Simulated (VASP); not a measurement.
A run of VASP 6.6.1 is set up as follows.

INCAR

```
PREC     = Accurate       # precision mode
ENCUT    = 520            # plane-wave cutoff, eV
EDIFF    = 1E-6           # SCF threshold, eV
ISMEAR   = -1             # smearing method
SIGMA    = 0.08           # smearing width, eV
LREAL    = F              # projectors in reciprocal space
LASPH    = T              # aspherical terms in the spheres
NELM     = 100            # most SCF steps
ALGO     = Normal         # electronic algorithm
ISIF     = 2              # what is computed and relaxed
LWAVE    = F              # write WAVECAR
LCHARG   = F              # write CHGCAR
GGA      = PE             # functional
NBANDS   = 22             # bands
```

Contents of KPOINTS:

```
regular mesh
0
Gamma
  8 8 11
```

POSCAR

```
Hf
1.0
    4.6339813734      0.0000000000      0.0000000000
   -2.3169906867      4.0131455900      0.0000000000
    0.0000000000      0.0000000000      2.8823822640
Hf
3
Direct
    0.0000000000      0.0000000000      0.0000000000
    0.3333333333      0.6666666667      0.5000000000
    0.6666666667      0.3333333333      0.5000000000
```

Potentials or basis: VASP PAW PBE potentials, release 64 (Hf_pv).

The run is started by

```bash
$ cat potpaw_PBE.64/Hf_pv/POTCAR > POTCAR
$ mpirun -np 1 vasp_std > vasp.out
```

(1) What does it give for the pressure?

(2) Predict the band gap on the k mesh.

## Answers

(1) 34.8 GPa.

(2) zero (bands 15 and 16 overlap by 1.03 eV).

Caveat: the cell stands under pressure; spin-orbit coupling is left out, which moves the levels of the heavy elements.
